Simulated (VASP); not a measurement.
Here is a VASP 6.6.1 calculation.

The input INCAR:

```
SYSTEM = BiTe
PREC = Accurate
ENCUT = 520
EDIFF = 1E-6
ISMEAR = 0
SIGMA = 0.1
LREAL = .FALSE.
LASPH = .TRUE.
NELM = 60
ALGO = Normal
ISIF = 2
LWAVE = .FALSE.
LCHARG = .FALSE.
LDIPOL = .TRUE.
IDIPOL = 3
DIPOL = 0.5 0.5 0.501
GGA = PE
NBANDS = 52
```

Contents of KPOINTS:

```
Automatic mesh
0
G
  6 5 1
  0 0 0
```

Contents of POSCAR:

```
BiTe
1.0
    4.5978828774      0.0000000000      0.0000000000
    0.0000000000      6.5023883234      0.0000000000
    0.0000000000      0.0000000000     23.8968243161
Bi Te
4 4
Direct
    0.5000000000      0.5000000000      0.3556957982
    0.0000000000      0.0000000000      0.4518985994
    0.5000000000      0.5000000000      0.5530072496
    0.0000000000      0.0000000000      0.6453019875
    0.5000000000      0.0000000000      0.3556957982
    0.0000000000      0.5000000000      0.4518985994
    0.5000000000      0.0000000000      0.5555602115
    0.0000000000      0.5000000000      0.6405043989
```

Potentials or basis: VASP PAW PBE potentials, release 64 (Bi_d, Te).

Run with:

```bash
$ cat potpaw_PBE.64/Bi_d/POTCAR potpaw_PBE.64/Te/POTCAR > POTCAR
$ mpirun -np 1 vasp_std > vasp.out
```

(1) Predict the largest force.

(2) Estimate the band gap on the k mesh.

## Answers

(1) 0.623 eV/Å.

(2) zero (band 42 reaches -0.12 eV, above the bottom of band 43 at -0.36 eV).

Caveat: spin-orbit coupling is left out, which moves the levels of the heavy elements.
